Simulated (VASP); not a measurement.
AlNi: single point with r2SCAN

AlNi:

```
Al Ni
1.0
     2.88100    0.00000    0.00000
     0.00000    2.88100    0.00000
     0.00000    0.00000    2.88100
Al Ni
1 1
Direct
  0.01105 0.01215 0.95295
  0.51103 0.51203 0.45292
```

```json
{
  "Program": "VASP 6.6.1",
  "Task": "single point",
  "Functional": "r2SCAN",
  "Potentials or basis": "VASP PAW PBE potentials, release 64 (Al, Ni)",
  "Cutoff": "520 eV",
  "k mesh": "6 × 6 × 6",
  "Occupations": "fermi-dirac, width 0.15 eV",
  "Spin": "collinear spin, ferromagnetic start",
  "Starting moments": "[0.0, 1.5] μB"
}
```

- Pressure: -2.8 GPa
- Net moment: 0.00 μB per cell
- Valence electrons inside the program's atomic spheres: Al 0.81; Ni 9.51

Levels at points of the mesh, in eV from the Fermi level:
Spin up:
```
           k point  band 3  band 4  band 5  band 6  band 7  band 8  band 9  band 10  band 11  band 12
(0.00, 0.00, 0.00)   -3.44   -1.71   -1.71   -1.71    5.81    5.81    5.81     8.31     8.31    14.95
(0.50, 0.00, 0.00)   -2.93   -2.43   -2.43   -1.62   -0.75    8.57   10.47    10.47    11.53    11.53
(0.00, 0.50, 0.00)   -2.93   -2.43   -2.43   -1.62   -0.75    8.57   10.47    10.47    11.53    11.53
(0.00, 0.00, 0.50)   -2.93   -2.43   -2.43   -1.62   -0.75    8.57   10.47    10.47    11.53    11.53
(0.50, 0.50, 0.00)   -3.18   -3.18   -2.26   -2.26   -1.14    1.49    2.61    13.21    15.73    15.73
(0.00, 0.50, 0.50)   -3.18   -3.18   -2.26   -2.26   -1.14    1.49    2.61    13.21    15.73    15.73
(0.50, 0.00, 0.50)   -3.18   -3.18   -2.26   -2.26   -1.14    1.49    2.61    13.21    15.73    15.73
(0.50, 0.50, 0.50)   -4.39   -1.11   -1.11    1.96    1.96    1.96    4.39     4.54     4.54     4.54
```
Spin down:
```tsv
k point	band 4	band 5	band 6	band 7	band 8	band 9	band 10	band 11
(0.00, 0.00, 0.00)	-1.71	-1.71	-1.71	5.81	5.81	5.81	8.31	8.31
(0.50, 0.00, 0.00)	-2.43	-2.43	-1.62	-0.75	8.57	10.47	10.47	11.53
(0.00, 0.50, 0.00)	-2.43	-2.43	-1.62	-0.75	8.57	10.47	10.47	11.53
(0.00, 0.00, 0.50)	-2.43	-2.43	-1.62	-0.75	8.57	10.47	10.47	11.53
(0.50, 0.50, 0.00)	-3.18	-2.26	-2.26	-1.14	1.49	2.61	13.21	15.73
(0.00, 0.50, 0.50)	-3.18	-2.26	-2.26	-1.14	1.49	2.61	13.21	15.73
(0.50, 0.00, 0.50)	-3.18	-2.26	-2.26	-1.14	1.49	2.61	13.21	15.73
(0.50, 0.50, 0.50)	-1.11	-1.11	1.96	1.96	1.96	4.39	4.54	4.54
```

It took 4.3 min on 1 thread of Intel(R) Xeon(R) Platinum 8259CL CPU @ 2.50GHz (Skylake/Cascade Lake), on a shared host, peak memory 0.21 GiB.

Caveat: the k points lie up to 0.36 Å⁻¹ apart; the moments typed at the start vanished in this run; the PAW data sets were made with another functional, which shifts forces and pressure a little.
